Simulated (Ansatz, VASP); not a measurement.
**One calculation of Si, two programs**

The input INCAR:

```
SYSTEM = Si
  ALGO = Normal
  EDIFF = 1E-6
  ENCUT = 500
  GGA = PS
  GGA_COMPAT = .FALSE.
  ISIF = 2
  ISMEAR = 0
  LASPH = .TRUE.
  LCHARG = .FALSE.
  LREAL = .FALSE.
  LWAVE = .FALSE.
  NBANDS = 11
  NELM = 120
  PREC = Accurate
  SIGMA = 0.01
```

Contents of KPOINTS:

```
k-points
0
G
  10 10 10
  0 0 0
```

The input POSCAR:

```
Si
1.0
    0.0000000000      2.7167315409      2.7167315409
    2.7167315409      0.0000000000      2.7167315409
    2.7167315409      2.7167315409      0.0000000000
Si
2
Direct
    0.0000000000      0.0000000000      0.0000000000
    0.2500000000      0.2500000000      0.2500000000
```

Input for Ansatz:

```yaml
crystal:
  lattice:
    - [0.0, 2.7167315409, 2.7167315409]
    - [2.7167315409, 0.0, 2.7167315409]
    - [2.7167315409, 2.7167315409, 0.0]
  atoms:
    - { symbol: Si, position: [0.0, 0.0, 0.0] }
    - { symbol: Si, position: [0.25, 0.25, 0.25] }
basis:
  ecutwfc: 420
kpoints:
  mp_grid: { grid: [10, 10, 10] }
  band_path:
    path:
      - [0.0, 0.0, 0.0]
      - [0.0, 0.0, 0.0]
      - [0.0, 0.0, 0.0]
      - [0.0, 0.0, 0.0]
      - [0.0, 0.0, 0.0]
      - [0.0, 0.0, 0.0]
      - [0.0, 0.0, 0.0]
      - [0.0, 0.0, 0.0]
      - [0.0, 0.0, 0.0]
      - [0.0, 0.0, 0.0]
      - [0.0, 0.0, 0.0]
      - [0.0, 0.0, 0.0]
      - [0.0, 0.0, 0.0]
      - [0.0, 0.0, 0.0]
      - [0.0, 0.0, 0.0]
      - [0.0, 0.0, 0.0]
      - [0.0, 0.0, 0.0]
      - [0.0, 0.0, 0.0]
      - [0.0, 0.0, 0.0]
      - [0.0, 0.0, 0.0]
      - [0.0, 0.0, 0.0]
      - [0.0, 0.0, 0.0]
      - [0.0, 0.0, 0.0]
      - [0.0, 0.0, 0.0]
      - [0.0, 0.0, 0.0]
      - [0.0, 0.0, 0.0]
      - [0.3, 0.3, 0.0]
      - [0.3166666667, 0.3166666667, 0.0]
      - [0.3333333333, 0.3333333333, 0.0]
      - [0.35, 0.35, 0.0]
      - [0.3666666667, 0.3666666667, 0.0]
      - [0.3833333333, 0.3833333333, 0.0]
      - [0.4, 0.4, 0.0]
      - [0.4166666667, 0.4166666667, 0.0]
      - [0.4333333333, 0.4333333333, 0.0]
      - [0.45, 0.45, 0.0]
      - [0.4666666667, 0.4666666667, 0.0]
      - [0.4833333333, 0.4833333333, 0.0]
      - [0.5, 0.5, 0.0]
      - [0.5, 0.5, 0.5]
      - [0.5, 0.5, 0.5]
      - [0.5, 0.5, 0.5]
      - [0.5, 0.5, 0.5]
      - [0.5, 0.5, 0.5]
      - [0.5, 0.5, 0.5]
      - [0.5, 0.5, 0.5]
      - [0.5, 0.5, 0.5]
      - [0.5, 0.5, 0.5]
      - [0.5, 0.5, 0.5]
      - [0.5, 0.5, 0.5]
      - [0.5, 0.5, 0.5]
      - [0.5, 0.5, 0.5]
    npoints: 1
hamiltonian:
  xc: pbesol
  pseudopotentials: { kind: paw, azcp: { folder: soft_1 } }
scf:
  occupations: { method: fixed }
  n_extra_bands: 5
output:
  eigenvalues: true
```

Alike in both runs: task single point; functional PBEsol; k mesh 10 × 10 × 10; no spin polarisation.

|  | VASP | Ansatz |
| --- | --- | --- |
| version | VASP 6.6.1 | Ansatz 0.2.0 |
| potentials or method | VASP PAW PBE potentials, release 64 (Si), cutoff 500 eV | scalar-relativistic, plane waves, PAW |
| occupations | gaussian, width 0.01 eV | fixed |
| valence electrons in the cell | 8 | 8 |

|  | VASP | Ansatz | Ansatz less VASP |
| --- | --- | --- | --- |
| gap on the k mesh at the Fermi level (eV) | 0.47 | 0.48 | +0.006 |
| least direct gap on the mesh (eV) | 2.52 | 2.52 | +0.002 |

VASP's potentials were made for PBE, not for PBEsol, and Ansatz warns of the same on its side.
